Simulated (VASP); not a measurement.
A run of VASP 6.6.1:

File POSCAR:

```
Yb2F
1.0
    0.0000000000      3.2584921294      0.0000001388
    3.2584921294      0.0000000000      0.0000001388
    1.6292463362      1.6292463362     -6.3731490306
Yb F
2 1
Direct
    0.3587472816      0.3587472816      0.2825054369
    0.6412527184      0.6412527184      0.7174945631
    0.0000000000      0.0000000000      0.0000000000
```

The input INCAR.step1:

```
SYSTEM = Yb2F
PREC = Accurate
ENCUT = 800
ISMEAR = -1
SIGMA = 0.1
LREAL = .False.
LASPH = .True.
NELM = 200
NBANDS = 34
GGA = PE
ALGO = Normal
EDIFF = 1E-5
LWAVE = .True.
LCHARG = .False.
GGA_COMPAT = .False.
LMAXMIX = 6
```

INCAR.step2

```
SYSTEM = Yb2F
PREC = Accurate
ENCUT = 800
EDIFF = 1E-6
ISMEAR = -1
SIGMA = 0.1
LREAL = .False.
LASPH = .True.
NELM = 200
ALGO = Normal
ISIF = 2
LWAVE = .False.
LCHARG = .False.
METAGGA = R2SCAN
LMIXTAU = .True.
NBANDS = 34
ISTART = 1
GGA_COMPAT = .False.
LMAXMIX = 6
```

File KPOINTS:

```
regular mesh
0
Gamma
  5 5 5
  0 0 0
```

Potentials or basis: VASP PAW PBE potentials, release 64 (Yb, F).

The run is started by

```sh
$ cat potpaw_PBE.64/Yb/POTCAR potpaw_PBE.64/F/POTCAR > POTCAR
$ cp INCAR.step1 INCAR
$ mpirun -np 1 vasp_std > vasp.out
$ cp INCAR.step2 INCAR
$ mpirun -np 1 vasp_std > vasp.out
```

Hardware: 1 thread of Intel Xeon 8259CL (shared host).

**Question.** How long does it take, and how much memory?

**Answer.** Run time: 35 min on 1 thread of Intel Xeon 8259CL (shared host), peak memory 0.32 GiB. Counts: k points 18.
